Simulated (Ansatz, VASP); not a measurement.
# SrO in VASP and in Ansatz

```
Sr O
1.0
     0.03212    2.56980    2.56980
     2.60192    0.00000    2.60192
     2.56980    2.56980    0.03212
Sr O
1 1
Cartesian
  0.0000 0.0000 0.0000
  2.6019 2.5698 2.6019
```

Change from the starting cell: strain +0.0250 x Voigt [0, 0, 0, 0, 1, 0], atoms carried along.

Alike in both runs: task single point; functional r2SCAN; k mesh 8 × 8 × 8; occupations gaussian, width 0.05 eV; no spin polarisation.

```csv
,VASP,Ansatz
version,VASP 6.6.1,Ansatz 0.2.0
potentials or method,"VASP PAW PBE potentials, release 64 (Sr_sv, O), cutoff 520 eV","scalar-relativistic, plane waves, PAW"
valence electrons in the cell,16,16
```

|  | VASP | Ansatz | Ansatz less VASP |
| --- | --- | --- | --- |
| gap on the k mesh at the Fermi level (eV) | 3.71 | 3.76 | +0.053 |
| least direct gap on the mesh (eV) | 3.79 | 3.83 | +0.042 |
| pressure (GPa) | 1.7 | 1.1 | -0.55 |
| traceless stress, the component that is largest in VASP (GPa) | -1.38 | -1.38 | -0.001 |

VASP's potentials were made for PBE, not for r2SCAN.
